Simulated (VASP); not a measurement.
# HW12C12F in VASP: further runs, part 2 of 2

VASP 6.6.1.

**4. Single point, PBEsol**

INCAR

```
PREC = Accurate
ENCUT = 520
EDIFF = 1E-6
ISMEAR = 0
SIGMA = 0.1
LREAL = Auto
LASPH = T
NELM = 100
ALGO = Normal
ISIF = 2
LWAVE = F
LCHARG = F
GGA = PS
NBANDS = 131
```

KPOINTS

```
Automatic mesh
0
Gamma
  3 3 1
```

POSCAR

```
HW12C12F
1.0
    5.7958000000      0.0000000000      0.0000000000
   -2.8979000000      5.0193100000      0.0000000000
    0.0000000000      0.0000000000     20.0722500000
W C F H
12 12 1 1
Direct
    0.0000000000      0.0000000000      0.0498200252
    0.0000634666      0.0002301113      0.1903654548
    0.0007823234      0.0011647019      0.3340816301
    0.0000000000      0.5000000000      0.0498200252
    0.0000948652      0.5001669552      0.1903469716
   -0.0000779464      0.5005415087      0.3338867840
    0.5000000000      0.0000000000      0.0498200252
    0.5000707064      0.0001759206      0.1903818954
    0.5001819057      0.0016775214      0.3340635454
    0.5000000000      0.5000000000      0.0498200252
    0.5000902045      0.5002866928      0.1903316768
    0.5005521736      0.5005287579      0.3337667676
    0.3333333665      0.1666667331      0.1202879597
    0.3333563734      0.1669522305      0.2589742057
    0.3344732504      0.1686939041      0.3892240282
    0.3333333665      0.6666667331      0.1202879597
    0.3334553267      0.6669406751      0.2589688251
    0.3335577443      0.6685082212      0.3881939992
    0.8333333665      0.1666667331      0.1202879597
    0.8333757968      0.1669331044      0.2589565196
    0.8337007038      0.1678927980      0.3884574475
    0.8333333665      0.6666667331      0.1202879597
    0.8334259626      0.6671217757      0.2589028634
    0.8342356983      0.6676190552      0.3883600493
    0.3165028189      0.4757486587      0.5041135897
    0.3383126845      0.3757502525      0.4696685225
```

The run is started by

```
cat potpaw_PBE.64/W_sv/POTCAR potpaw_PBE.64/C/POTCAR potpaw_PBE.64/F/POTCAR potpaw_PBE.64/H/POTCAR > POTCAR
mpirun -np 1 vasp_std > vasp.out
```

Wall time 40 min (1 thread of AMD EPYC 7R13, shared host); peak memory 0.82 GiB.

The run converged. Its results:

| Quantity | Value |
| --- | --- |
| Free energy | -276.1558 eV |
| Largest force | 1.023 eV/Å |
| Band gap on the k mesh | zero (band 112 reaches 1.96 eV, above the bottom of band 113 at 0.94 eV) |

Forces in eV/Å, atoms in the order of the input:
```
W    0.001  0.003  0.919
W   -0.001 -0.003  0.008
W    0.004  0.007 -0.061
W   -0.001  0.002  0.910
W   -0.001  0.000  0.009
W   -0.003  0.011 -0.062
W   -0.002  0.003  0.920
W   -0.001 -0.001  0.012
W    0.002  0.019 -0.061
W    0.000  0.000  0.912
W   -0.001 -0.003  0.008
W    0.007  0.009 -0.058
C   -0.002  0.007 -1.023
C    0.001  0.002  0.004
C   -0.002 -0.013  0.108
C   -0.003  0.012 -1.015
C    0.000  0.002  0.006
C    0.000 -0.015  0.113
C   -0.002  0.007 -1.016
C    0.002  0.001  0.005
C   -0.008 -0.013  0.110
C    0.001  0.012 -1.021
C    0.000  0.001  0.008
C   -0.007 -0.016  0.115
F   -0.124  0.124  0.317
H    0.138 -0.157 -0.167
```

Levels at points of the mesh, in eV from the Fermi level:
| k point | band 108 | band 109 | band 110 | band 111 | band 112 | band 113 | band 114 | band 115 | band 116 | band 117 |
| --- | --- | --- | --- | --- | --- | --- | --- | --- | --- | --- |
| (0.00, 0.00, 0.00) | -0.44 | -0.43 | -0.01 | 0.34 | 0.35 | 0.35 | 0.63 | 0.64 | 1.00 | 1.18 |

Caveat: the k points lie up to 0.42 Å⁻¹ apart; the PAW data sets were made with another functional, which shifts forces and pressure a little; spin-orbit coupling is left out, which moves the levels of the heavy elements.

**5. Single point, PBEsol**

INCAR

```
PREC = Accurate
ENCUT = 520
EDIFF = 1E-7
ISMEAR = 0
SIGMA = 0.1
LREAL = Auto
LASPH = T
NELM = 60
ALGO = Normal
ISIF = 2
LWAVE = F
LCHARG = F
GGA = PS
NBANDS = 131
```

KPOINTS is that of step 4.

POSCAR

```
HW12C12F
1.0
    5.7958000000      0.0000000000      0.0000000000
   -2.8979000000      5.0193100000      0.0000000000
    0.0000000000      0.0000000000     20.0722500000
W C F H
12 12 1 1
Direct
    0.0000000000      0.0000000000      0.0498200252
    0.0005818099      0.0006170171      0.1907292904
   -0.0006613927      0.0026045413      0.3343995815
    0.0000000000      0.5000000000      0.0498200252
    0.0010887684      0.5001681506      0.1906027476
   -0.0013798139      0.5006590547      0.3341668224
    0.5000000000      0.0000000000      0.0498200252
    0.5003698149      0.0002817120      0.1909630460
    0.4964221232      0.0038901761      0.3336918382
    0.5000000000      0.5000000000      0.0498200252
    0.5007875964      0.5007269924      0.1905395758
    0.5029225892      0.5022118578      0.3312858798
    0.3333333665      0.1666667331      0.1202879597
    0.3332097914      0.1682695430      0.2591798129
    0.3360690772      0.1748539142      0.3937884891
    0.3333333665      0.6666667331      0.1202879597
    0.3330603314      0.6680499909      0.2594447558
    0.3391594457      0.6653667536      0.3952079114
    0.8333333665      0.1666667331      0.1202879597
    0.8340423505      0.1683773268      0.2588251940
    0.8215484433      0.1619401870      0.3888583492
    0.8333333665      0.6666667331      0.1202879597
    0.8368072751      0.6688562771      0.2579600692
    0.8240888689      0.6606981836      0.3882757538
    0.3265576246      0.6307928779      0.4611303167
    0.3219471089      0.2374957913      0.4446081032
```

Potentials or basis: VASP PAW PBE potentials, release 64 (W_sv, C, F, H).

The run is started by

```
cat potpaw_PBE.64/W_sv/POTCAR potpaw_PBE.64/C/POTCAR potpaw_PBE.64/F/POTCAR potpaw_PBE.64/H/POTCAR > POTCAR
mpirun -np 1 vasp_std > vasp.out
```

OUTCAR:

```text
PREC = Accurate
   ENCUT = 520
   EDIFF = 1E-7
   ISMEAR = 0
   LREAL = Auto
   LASPH = T
   NELM = 60
   ISIF = 2
   GGA = PS

 ion  position               nearest neighbor table
   1  0.000  0.000  0.050-  22 2.19  13 2.19  19 2.19   2 2.83  10 2.90   4 2.90   4 2.90  10 2.90
                             7 2.90   7 2.90
   2  0.001  0.001  0.191-  23 2.14  14 2.16  20 2.16  13 2.19  19 2.19  22 2.19   1 2.83   3 2.88
                             5 2.89  11 2.90   8 2.90   8 2.90  11 2.90   5 2.90
   3  0.999  0.003  0.334-  21 2.02  24 2.03  15 2.07  20 2.25  14 2.26  23 2.27   9 2.88   2 2.88
                             6 2.89  12 2.89   6 2.91  12 2.91   9 2.92
   4  0.000  0.500  0.050-  19 2.19  16 2.19  22 2.19   5 2.83   7 2.90   1 2.90   1 2.90   7 2.90
                            10 2.90  10 2.90
   5  0.001  0.500  0.191-  23 2.15  20 2.16  17 2.16  16 2.18  19 2.19  22 2.19   4 2.83   6 2.88
                             2 2.89  11 2.89   8 2.90   8 2.90  11 2.90   2 2.90
   6  0.999  0.501  0.334-  24 2.00  21 2.02  18 2.10  17 2.25  20 2.25  23 2.25  12 2.88   5 2.88
                             3 2.89   9 2.90   9 2.90   3 2.91  12 2.92
   7  0.500  0.000  0.050-  16 2.19  19 2.19  13 2.19   8 2.83  10 2.90   4 2.90  10 2.90   4 2.90
                             1 2.90   1 2.90
   8  0.500  0.000  0.191-  20 2.16  17 2.16  14 2.17  19 2.19  13 2.19  16 2.19   7 2.83   9 2.87
                             5 2.90  11 2.90   2 2.90   2 2.90  11 2.90   5 2.90
   9  0.496  0.004  0.334-  21 1.97  15 2.05  18 2.10  14 2.22  17 2.25  20 2.27   8 2.87  12 2.87
                             3 2.88   6 2.90   6 2.90   3 2.92  12 2.93
  10  0.500  0.500  0.050-  13 2.19  22 2.19  16 2.19  11 2.82   1 2.90   7 2.90   7 2.90   1 2.90
                             4 2.90   4 2.90
  11  0.501  0.501  0.191-  23 2.16  14 2.16  17 2.18  22 2.19  16 2.19  13 2.19  10 2.82  12 2.83
                             5 2.89   8 2.90   2 2.90   2 2.90   8 2.90   5 2.90
  12  0.503  0.502  0.331-  24 1.98  15 2.07  18 2.08  14 2.21  17 2.22  23 2.23  11 2.83   9 2.87
                             6 2.88   3 2.89   3 2.91   6 2.92   9 2.93
  13  0.333  0.167  0.120-   2 2.19  11 2.19  10 2.19   1 2.19   7 2.19   8 2.19
  14  0.333  0.168  0.259-   2 2.16  11 2.16   8 2.17  12 2.21   9 2.22   3 2.26
  15  0.336  0.175  0.394-  26 1.10   9 2.05  12 2.07   3 2.07
  16  0.333  0.667  0.120-   5 2.18  11 2.19   7 2.19   4 2.19  10 2.19   8 2.19
  17  0.333  0.668  0.259-   8 2.16   5 2.16  11 2.18  12 2.22   9 2.25   6 2.25
  18  0.339  0.665  0.395-  25 1.33  12 2.08   9 2.10   6 2.10
[... 209 lines left out ...]
 NGX is ok and might be reduce to    48
   NGX = 21   NGY = 21   NGZ = 75

 number of electron     223.9999991 magnetization

 Free energy of the ion-electron system (eV)
  ---------------------------------------------------
  ext. energy  EPLUGINS =         0.00000000
  ---------------------------------------------------
  free energy    TOTEN  =      -277.72896431 eV

  energy without entropy =     -277.68446655  energy(sigma->0) =     -277.70671543

 E-fermi :   1.5799     XC(G=0):  -7.0939

 val. band max:        1.5552633727   @ k =   0.0000   0.0000   0.0000
 cond. band min:       1.5964820656   @ k =   0.0000   0.3333   0.0000
 fundamental gap:      0.0412186929
 Fermi energy:         1.5799371293

 k-point     1 :       0.0000    0.0000    0.0000
  band No.  band energies     occupation
      1     -72.2726      2.00000
      2     -72.2492      2.00000
      3     -72.2175      2.00000
      4     -72.2119      2.00000
      5     -72.2057      2.00000
      6     -72.1934      2.00000
[... 624 lines left out ...]
    123       3.7681      0.00000
    124       3.8147      0.00000
 [bands above 124 left out]

------------------------ aborting loop because EDIFF is reached ----------------------------------------

  FORCE on cell =-STRESS in cart. coord.  units (eV):
  Direction    XX          YY          ZZ          XY          YZ          ZX
  --------------------------------------------------------------------------------------
  -------------------------------------------------------------------------------------
  Total        0.2343778     -0.2110949     -3.7071283      1.1574381     -0.8001372     -0.3212084
  in kB        0.6430926     -0.5792083    -10.1717279      3.1758128     -2.1954401     -0.8813410
  external PRESSURE =      -3.3692812 kB  Pullay stress =       0.0000000 kB

 VOLUME and BASIS-vectors are now :
 -----------------------------------------------------------------------------
  energy-cutoff  :      520.00
  volume of cell :      583.92
      direct lattice vectors                 reciprocal lattice vectors
     5.795800000  0.000000000  0.000000000     0.172538735  0.099615286  0.000000000
    -2.897900000  5.019310000  0.000000000     0.000000000  0.199230572  0.000000000
     0.000000000  0.000000000 20.072250000     0.000000000  0.000000000  0.049820025

 POSITION                                       TOTAL-FORCE (eV/Angst)
 -----------------------------------------------------------------------------------
      0.00000      0.00000      1.00000        -0.011572      0.014462      1.020828
      0.00158      0.00310      3.82837        -0.003763      0.011790     -0.016371
      5.78442      0.01307      6.71215         0.024467     -0.011018     -0.011531
     -1.44895      2.50965      1.00000         0.030292     -0.002391      0.965718
     -1.44313      2.51050      3.82583        -0.000574     -0.000202     -0.007710
      4.33694      2.51296      6.70748         0.019051      0.000060     -0.006456
[... 18 lines left out ...]
      0.06469      3.16614      9.25592        -0.181037      0.260260      0.409623
      1.17770      1.19207      8.92428         0.197570     -0.481073      0.159343
 -----------------------------------------------------------------------------------
    total drift:                                0.000791     -0.006658      0.013068

  FREE ENERGIE OF THE ION-ELECTRON SYSTEM (eV)
  ---------------------------------------------------
  free  energy   TOTEN  =      -277.7289643147 eV

  energy  without entropy=     -277.6844665452  energy(sigma->0) =     -277.70671543
```

It took 48 min on 1 thread of AMD EPYC 7R43 (Zen 3), shared host; peak memory 0.8 GiB.

What came out:

```yaml
Free_energy: -277.7290 eV
Largest_force: 1.084 eV/Å
Band_gap_on_the_k_mesh: zero (band 112 reaches 2.28 eV, above the bottom of band 113 at 1.39 eV)
```

Forces on the atoms (eV/Å):
```
W   -0.012  0.014  1.021
W   -0.004  0.012 -0.016
W    0.024 -0.011 -0.012
W    0.030 -0.002  0.966
W   -0.001  0.000 -0.008
W    0.019  0.000 -0.006
W    0.001 -0.008  1.039
W    0.000  0.010 -0.022
W    0.000 -0.011 -0.065
W   -0.021  0.018  1.000
W   -0.002  0.001 -0.002
W   -0.048 -0.014 -0.014
C    0.013 -0.006 -1.043
C   -0.002 -0.006  0.002
C    0.020 -0.006  0.017
C   -0.008  0.041 -1.067
C   -0.004 -0.001  0.008
C   -0.005  0.097 -0.391
C    0.008  0.010 -1.074
C    0.004  0.002 -0.005
C   -0.052  0.005  0.090
C    0.043  0.042 -1.082
C    0.016  0.005 -0.012
C   -0.037  0.029  0.106
F   -0.181  0.260  0.410
H    0.198 -0.481  0.159
```

Levels at points of the mesh, in eV from the Fermi level:
| k point | band 108 | band 109 | band 110 | band 111 | band 112 | band 113 | band 114 | band 115 | band 116 | band 117 |
| --- | --- | --- | --- | --- | --- | --- | --- | --- | --- | --- |
| (0.00, 0.00, 0.00) | -0.03 | -0.02 | 0.07 | 0.60 | 0.70 | 0.72 | 0.73 | 1.11 | 1.16 | 1.71 |

Caveat: the k points lie up to 0.42 Å⁻¹ apart; the PAW data sets were made with another functional, which shifts forces and pressure a little; spin-orbit coupling is left out, which moves the levels of the heavy elements.
